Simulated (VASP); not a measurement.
Here is a VASP 6.6.1 calculation.

File INCAR:

```
PREC = Accurate
ENCUT = 520
EDIFF = 1E-7
ISMEAR = 0
SIGMA = 0.15
LREAL = F
LASPH = T
NELM = 100
ALGO = Normal
ISIF = 2
LWAVE = F
LCHARG = F
GGA = PE
NBANDS = 15
```

The input KPOINTS:

```
regular mesh
0
Gamma
  18 18 18
```

File POSCAR:

```
TaN
1.0
   -0.2208112257      2.2081122570      2.1491556597
    1.9873010313      0.0000000000      1.9283444340
    2.2081122570      2.2081122570     -0.2208112257
Ta N
1 1
Direct
    0.5000000000      0.5000000000      0.5000000000
    0.0000000000      0.0000000000      0.0000000000
```

Potentials or basis: VASP PAW PBE potentials, release 64 (Ta_pv, N).

The run is started by

```console
$ cat potpaw_PBE.64/Ta_pv/POTCAR potpaw_PBE.64/N/POTCAR > POTCAR
$ mpirun -np 1 vasp_std > vasp.out
```

Q: Estimate the pressure.

A: 16.3 GPa.

Q: Estimate the band gap on the k mesh.

A: Zero (bands 8 and 9 overlap by 3.93 eV).

Stress tensor (GPa, compression positive):
```
15.61  0.00  8.36
 0.00  0.05  0.00
 8.36  0.00 33.35
```

Caveat: the cell differs from its parent crystal (engineering shear strain xz -0.2000, normal strain along z -0.0267); the cell stands under pressure; spin-orbit coupling is left out, which moves the levels of the heavy elements.
